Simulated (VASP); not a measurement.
# WS2 in VASP: further runs

Aim: see how the results for WS2 move with the level of theory and the settings. Levels: LDA, r2SCAN. Tasks: single point.

Program: VASP 6.6.1. These are calculated values, not measurements. Logs are shortened: lines on timing, memory, paths and dates and some standing lists are left out, and cuts for length are marked.

### 1 The cell of the first run

The cell holds a slab with vacuum, 3 atoms: a = 3.246 Å, b = 3.246 Å, c = 17.283 Å, α = 90.00°, β = 90.00°, γ = 120.00°.

### 2 Single point, LDA

INCAR

```
PREC = Accurate
ENCUT = 520
EDIFF = 1E-6
ISMEAR = -1
SIGMA = 0.05
LREAL = F
LASPH = T
NELM = 60
ALGO = Normal
ISIF = 2
LWAVE = F
LCHARG = T
LELF = T
LVHAR = T
NBANDS = 20
```

KPOINTS

```
Automatic mesh
0
Gamma
  10 10 2
```

POSCAR

```
WS2
1.0
    3.2459540962      0.0000000000      0.0000000000
   -1.6229770481      2.8110787067      0.0000000000
    0.0000000000      0.0000000000     17.2830265641
W S
1 2
Direct
    0.0000000000      0.0000000000      0.0000000000
    0.3333333333      0.6666666667      0.0920005100
    0.3333333333      0.6666666667      0.9079994900
```

Potentials or basis: VASP PAW LDA potentials, release 64 (W_sv, S).

Started as:

```
cat potpaw_LDA.64/W_sv/POTCAR potpaw_LDA.64/S/POTCAR > POTCAR
mpirun -np 1 vasp_std > vasp.out
```

OUTCAR:

```text
PREC = Accurate
   ENCUT = 520
   EDIFF = 1E-6
   ISMEAR = -1
   LREAL = F
   LASPH = T
   NELM = 60
   ISIF = 2

 ion  position               nearest neighbor table
   1  0.000  0.000  0.000-   2 2.46   3 2.46   2 2.46   3 2.46   2 2.46   3 2.46
   2  0.333  0.667  0.092-   1 2.46   1 2.46   1 2.46
   3  0.333  0.667  0.908-   1 2.46   1 2.46   1 2.46

  LATTYP: Found a hexagonal cell.
 ALAT       =     3.2459540962
 C/A-ratio  =     5.3244827412

  Lattice vectors:

 A1 = (   3.2459540962,   0.0000000000,   0.0000000000)
 A2 = (  -1.6229770481,   2.8110787067,   0.0000000000)
 A3 = (   0.0000000000,   0.0000000000,  17.2830265641)

Analysis of symmetry for initial positions (statically):
=====================================================================
 Subroutine PRICEL returns:
 Original cell was already a primitive cell.

 Routine SETGRP: Setting up the symmetry group for a
 hexagonal supercell.

 Subroutine GETGRP returns: Found 12 space group operations
 (whereof 12 operations were pure point group operations)
 out of a pool of 24 trial point group operations.

The static configuration has the point symmetry D_3h.

Analysis of symmetry for dynamics (positions and initial velocities):
=====================================================================
 Subroutine PRICEL returns:
 Original cell was already a primitive cell.

 Routine SETGRP: Setting up the symmetry group for a
 hexagonal supercell.

 Subroutine GETGRP returns: Found 12 space group operations
 (whereof 12 operations were pure point group operations)
 out of a pool of 24 trial point group operations.

The dynamic configuration has the point symmetry D_3h.

 Subroutine INISYM returns: Found 12 space group operations
 (whereof 12 operations are pure point group operations),
 and found     1 'primitive' translations

----------------------------------------------------------------------------------------

                                     Primitive cell

  volume of cell :     157.7013

  direct lattice vectors                    reciprocal lattice vectors
     3.245954096  0.000000000  0.000000000     0.308075829  0.177867663  0.000000000
    -1.622977048  2.811078707  0.000000000     0.000000000  0.355735326  0.000000000
     0.000000000  0.000000000 17.283026564     0.000000000  0.000000000  0.057860236

  length of vectors
     3.245954096  3.245954096 17.283026564     0.355735326  0.355735326  0.057860236

  position of ions in fractional coordinates (direct lattice)
     0.000000000  0.000000000  0.000000000
     0.333333333  0.666666667  0.092000510
     0.333333333  0.666666667  0.907999490

  ion indices of the primitive-cell ions
   primitive index   ion index
                 1           1
                 2           2
                 3           3

----------------------------------------------------------------------------------------

 KPOINTS: Automatic mesh

Automatic generation of k-mesh.
 Grid dimensions read from file:
 generate k-points for:   10   10    2

 Generating k-lattice:

  Cartesian coordinates                     Fractional coordinates (reciprocal lattice)
     0.030807583  0.017786766  0.000000000     0.100000000 -0.000000000  0.000000000
     0.000000000  0.035573533  0.000000000     0.000000000  0.100000000  0.000000000
     0.000000000  0.000000000  0.028930118     0.000000000  0.000000000  0.500000000

  Length of vectors
     0.035573533  0.035573533  0.028930118

  Shift w.r.t. Gamma in fractional coordinates (k-lattice)
     0.000000000  0.000000000  0.000000000

 Subroutine IBZKPT returns following result:
 ===========================================

 Found     28 irreducible k-points:

 Following reciprocal coordinates:
            Coordinates               Weight
  0.000000  0.000000  0.000000      1.000000
  0.100000  0.000000  0.000000      6.000000
  0.200000  0.000000  0.000000      6.000000
  0.300000  0.000000  0.000000      6.000000
  0.400000  0.000000  0.000000      6.000000
  0.500000 -0.000000  0.000000      3.000000
[... 16 lines left out ...]
  0.300000  0.100000  0.500000     12.000000
  0.400000  0.100000  0.500000     12.000000
 [... further k-points ...]
   k-points           NKPTS =     28   k-points in BZ     NKDIM =     28   number of bands    NBANDS=     20
   number of dos      NEDOS =    301   number of ions     NIONS =      3
   total plane-waves  NPLWV =  80640
   dimension x,y,z NGX =    24 NGY =   24 NGZ =  140
   dimension x,y,z NGXF=    48 NGYF=   48 NGZF=  280
   ions per type =               1   2
   NGX,Y,Z   is equivalent  to a cutoff of  12.29, 12.29, 13.47 a.u.
   NGXF,Y,Z  is equivalent  to a cutoff of  24.58, 24.58, 26.93 a.u.
 SYSTEM =  unknown system
   PREC   = accura    normal or accurate (medium, high low for compatibility)
   ISTART =      0    job   : 0-new  1-cont  2-samecut
   ICHARG =      2    charge: 1-file 2-atom 10-const
   ISPIN  =      1    spin polarized calculation?
   LNONCOLLINEAR =      F non collinear calculations
   LSORBIT =      F    spin-orbit coupling
   LASPH  =      T    aspherical Exc in radial PAW
   ENCUT  =  520.0 eV  38.22 Ry    6.18 a.u.   6.04  6.04 32.13*2*pi/ulx,y,z
   NELM   =     60;   NELMIN=  2; NELMDL= -5     # of ELM steps
   EDIFF  = 0.1E-05   stopping-criterion for ELM
   LREAL  =      F    real-space projection
[... 7 lines left out ...]
   TEBEG  =    0.0;   TEEND  =   0.0 temperature during run
   PSTRESS=    0.0 pullay stress
   NELECT =      26.0000    total number of electrons
   NUPDOWN=      -1.0000    fix difference up-down
   EMIN   =  10.00;   EMAX   =-10.00  energy-range for DOS
   EFERMI =   0.00;   METHOD = LEGACY
   ISMEAR =    -1;   SIGMA  =   0.05  broadening in eV -4-tet -1-fermi 0-gaus
   EFERMI_NEDOS =   21; number of points for ismear=-14 and -15
   IALGO  =     38    algorithm
   IMIX   =      4    mixing-type and parameters
     AMIX     =   0.40;   BMIX     =  1.00
     AMIX_MAG =   1.60;   BMIX_MAG =  1.00
  volume/ion in A,a.u.               =      52.57       354.74
  Fermi-wavevector in a.u.,A,eV,Ry     =   0.897679  1.696367 10.963941  0.805827
  Thomas-Fermi vector in A             =   2.020293
   LORBIT       =      0    0 simple, 1 ext, 2 COOP (PROOUT), +10 PAW based schemes
   GGA     = CA    functional components
   LHFCALC =     F    Hartree Fock is set to
   AEXX    =    0.0000 exact exchange contribution
   IVDW    =     0    specifies the selected vdW correction
   LEPSILON=     F    determine dielectric tensor
   LRPA    =     F    only Hartree local field effects (RPA)
 non-spin polarized calculation
  energy-cutoff  :      520.00
  volume of cell :      157.70
 maximum number of plane-waves:      4300
   NGX = 13   NGY = 13   NGZ = 65

 number of electron      26.0000004 magnetization

 Free energy of the ion-electron system (eV)
  ---------------------------------------------------
  ext. energy  EPLUGINS =         0.00000000
  ---------------------------------------------------
  free energy    TOTEN  =       -25.92750566 eV

  energy without entropy =      -25.92750566  energy(sigma->0) =      -25.92750566

 E-fermi :  -0.7941     XC(G=0):  -4.5001

 val. band max:       -1.6783874221   @ k =   0.0000   0.0000   0.0000
 cond. band min:       0.1451409557   @ k =   0.3000   0.3000   0.5000
 fundamental gap:      1.8235283778
 Fermi energy:        -0.7941192675

 k-point     1 :       0.0000    0.0000    0.0000
  band No.  band energies     occupation
      1     -75.3760      2.00000
      2     -39.8185      2.00000
      3     -39.7076      2.00000
      4     -39.7076      2.00000
      5     -15.9997      2.00000
      6     -14.5020      2.00000
[... 12 lines left out ...]
     19       4.0095      0.00000
     20       4.0327      0.00000

 k-point     2 :       0.1000    0.0000    0.0000
  band No.  band energies     occupation
      1     -75.3748      2.00000
      2     -39.8140      2.00000
      3     -39.7337      2.00000
      4     -39.7138      2.00000
      5     -15.8497      2.00000
      6     -14.4444      2.00000
[... 12 lines left out ...]
     19       4.2209      0.00000
     20       4.3425      0.00000

 k-point     3 :       0.2000    0.0000    0.0000
  band No.  band energies     occupation
      1     -75.3716      2.00000
      2     -39.8020      2.00000
      3     -39.8015      2.00000
      4     -39.7298      2.00000
      5     -15.4330      2.00000
      6     -14.2854      2.00000
[... 12 lines left out ...]
     19       4.7418      0.00000
     20       5.2541      0.00000

 k-point     4 :       0.3000    0.0000    0.0000
  band No.  band energies     occupation
      1     -75.3677      2.00000
      2     -39.8841      2.00000
      3     -39.7872      2.00000
      4     -39.7496      2.00000
      5     -14.8542      2.00000
      6     -14.0691      2.00000
[... 12 lines left out ...]
     19       5.4506      0.00000
     20       5.5164      0.00000

 k-point     5 :       0.4000    0.0000    0.0000
  band No.  band energies     occupation
      1     -75.3645      2.00000
      2     -39.9500      2.00000
      3     -39.7753      2.00000
      4     -39.7655      2.00000
      5     -14.3073      2.00000
      6     -13.8736      2.00000
[... 12 lines left out ...]
     19       5.7056      0.00000
     20       5.7971      0.00000
[... 353 lines left out ...]
      6     -14.3358      2.00000
[... 12 lines left out ...]
     19       4.4146      0.00000
     20       5.2836      0.00000

 k-point    22 :       0.2000    0.1000    0.5000
  band No.  band energies     occupation
      1     -75.3690      2.00000
      2     -39.8493      2.00000
      3     -39.7924      2.00000
      4     -39.7492      2.00000
      5     -15.0650      2.00000
      6     -14.1455      2.00000
[... 12 lines left out ...]
     19       5.0964      0.00000
     20       5.8825      0.00000

 k-point    23 :       0.3000    0.1000    0.5000
  band No.  band energies     occupation
      1     -75.3655      2.00000
      2     -39.9188      2.00000
      3     -39.7790      2.00000
      4     -39.7718      2.00000
      5     -14.4908      2.00000
      6     -13.9326      2.00000
[... 12 lines left out ...]
     19       5.7040      0.00000
     20       5.8957      0.00000

 k-point    24 :       0.4000    0.1000    0.5000
  band No.  band energies     occupation
      1     -75.3633      2.00000
      2     -39.9613      2.00000
      3     -39.7858      2.00000
      4     -39.7707      2.00000
      5     -14.0804      2.00000
      6     -13.7864      2.00000
[... 12 lines left out ...]
     19       6.2053      0.00000
     20       6.4032      0.00000

 [... further k-points ...]
[... 5 lines left out ...]
  --------------------------------------------------------------------------------------
  -------------------------------------------------------------------------------------
  Total       -4.9199044     -4.9199044     -4.1412530     -0.0000000      0.0000000      0.0000000
  in kB      -49.9841222    -49.9841222    -42.0733572     -0.0000000      0.0000000      0.0000000
  external PRESSURE =     -47.3472006 kB  Pullay stress =       0.0000000 kB

 VOLUME and BASIS-vectors are now :
 -----------------------------------------------------------------------------
  energy-cutoff  :      520.00
  volume of cell :      157.70
      direct lattice vectors                 reciprocal lattice vectors
     3.245954096  0.000000000  0.000000000     0.308075829  0.177867663  0.000000000
    -1.622977048  2.811078707  0.000000000     0.000000000  0.355735326  0.000000000
     0.000000000  0.000000000 17.283026564     0.000000000  0.000000000  0.057860236

 POSITION                                       TOTAL-FORCE (eV/Angst)
 -----------------------------------------------------------------------------------
      0.00000      0.00000      0.00000        -0.000000      0.000000      0.000000
     -0.00000      1.87405      1.59005         0.000000     -0.000000     -1.293509
     -0.00000      1.87405     15.69298         0.000000     -0.000000      1.293509
 -----------------------------------------------------------------------------------
    total drift:                                0.000000     -0.000000     -0.000000

  FREE ENERGIE OF THE ION-ELECTRON SYSTEM (eV)
  ---------------------------------------------------
  free  energy   TOTEN  =       -25.9275056570 eV

  energy  without entropy=      -25.9275056552  energy(sigma->0) =      -25.92750566
```

Run time: 60 s. Hardware: 1 thread of Intel Xeon 6975P-C (Granite Rapids), shared host; peak memory 0.26 GiB.

What came out:

* Free energy: -25.9275 eV
* Largest force: 1.294 eV/Å
* Band gap on the k mesh: 1.82 eV (least direct gap 1.98 eV)

Forces on the atoms (eV/Å):
```
W    0.000  0.000  0.000
S    0.000  0.000 -1.294
S    0.000  0.000  1.294
```

Levels at points of the mesh, in eV from the valence-band top:
```tsv
k point	band 10	band 11	band 12	band 13	band 14	band 15	band 16	band 17
(0.00, 0.00, 0.00)	-1.98	-1.59	-1.59	0.00	2.70	2.70	2.83	2.83
(0.50, 0.00, 0.00)	-3.25	-2.02	-1.26	-0.85	2.57	3.00	3.83	4.41
(0.00, 0.00, 0.50)	-1.98	-1.59	-1.59	0.00	2.70	2.70	2.83	2.83
(0.50, 0.00, 0.50)	-3.25	-2.02	-1.26	-0.85	2.57	3.00	3.83	4.41
```

Caveat: there is no dipole correction, which matters where the two faces differ; spin-orbit coupling is left out, which moves the levels of the heavy elements.

(Continued in part 2 of 2.)
